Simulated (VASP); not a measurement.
# YMg2O2: relaxation of cell and atoms with PBE

Crystal: YMg2O2.

```
Y Mg O
1.0
     3.17140    0.00000    0.00000
    -1.58570    2.74651    0.00000
     0.00000    0.00000    8.16464
Y Mg O
1 2 2
Cartesian
  0.0000 0.0000 0.0000
  0.0000 1.8310 5.3840
  1.5857 0.9155 2.7806
  1.5857 0.9155 6.5493
  0.0000 1.8310 1.6153
```

The cell was built from a structure type or drawn by symmetry, and may not be a known phase.

```json
{
  "Program": "VASP 6.6.1",
  "Task": "relaxation of cell and atoms",
  "Functional": "PBE",
  "Potentials or basis": "VASP PAW PBE potentials, release 64 (Y_sv, Mg, O)",
  "Cutoff": "600 eV",
  "k mesh": "12 × 12 × 6",
  "Occupations": "gaussian, width 0.1 eV",
  "Spin": "no spin polarisation",
  "Dipole correction": "no",
  "Further INCAR settings": "ALGO = Normal; EDIFF = 1e-07; IBRION = 2; EDIFFG = -0.01; NSW = 100; ISIF = 3"
}
```

| Quantity | Value |
| --- | --- |
| Relaxed volume | 14.11 Å³/atom |
| Relaxed cell | a = 3.172 Å, b = 3.172 Å, c = 8.092 Å, α = 90.00°, β = 90.00°, γ = 120.00° |
| Space group after relaxing (to 0.1 Å) | P-3m1 (No. 164) |
| Energy gained by relaxing | 0.9 meV/atom |
| Ionic steps | 9 |
| Pressure after relaxing | 0.0 GPa |
| Largest force after relaxing | 0.006 eV/Å |
| Band gap on the k mesh | zero (an odd number of electrons rules out a gap without spin polarisation) |

Forces in eV/Å, atoms in the order of the input:
```
Y    0.000  0.000  0.000
Mg   0.000  0.000  0.000
Mg   0.000  0.000  0.000
O    0.000  0.000  0.006
O    0.000  0.000 -0.006
```

The path:
```csv
step,energy change (eV),largest force (eV/Å),pressure (GPa),volume (Å³)
1,0.0000,0.0744,-0.82,71.12
2,-0.0023,0.0759,0.21,70.37
3,-0.0023,0.0746,0.16,70.40
4,-0.0031,0.0559,0.14,70.40
5,-0.0045,0.0165,0.12,70.38
6,-0.0045,0.0170,0.12,70.38
7,-0.0046,0.0158,-0.09,70.56
8,-0.0046,0.0154,-0.06,70.54
9,-0.0046,0.0056,0.00,70.53
```

Final structure:
```xyz
5
Lattice="3.1723 0.0000 0.0000 -1.5861 2.7473 0.0000 0.0000 0.0000 8.0923" Properties=species:S:1:pos:R:3 pbc="T T T"
Y     0.0000    0.0000    8.0923
Mg    0.0000    1.8315    5.3197
Mg    1.5861    0.9158    2.7726
O     1.5861    0.9158    6.5096
O     0.0000    1.8315    1.5827
```

Levels at points of the mesh, in eV from the Fermi level:
```
           k point  band 11  band 12  band 13  band 14  band 15  band 16  band 17
(0.00, 0.00, 0.00)    -4.41    -4.41    -4.28     0.21     1.23     1.56     2.19
(0.50, 0.00, 0.00)    -5.34    -4.80    -1.24    -0.33     0.16     3.30     3.92
(0.00, 0.00, 0.50)    -4.41    -4.41    -3.27    -0.84     0.73     2.19     2.19
(0.50, 0.00, 0.50)    -5.24    -4.80    -1.25    -0.44     0.09     3.39     4.66
```

Wall time 25 min on 1 thread of Intel Xeon 8259CL (shared host), peak memory 0.39 GiB.

Caveat: an odd number of electrons without spin polarisation forces a metal; a magnetic or distorted state may lie lower.
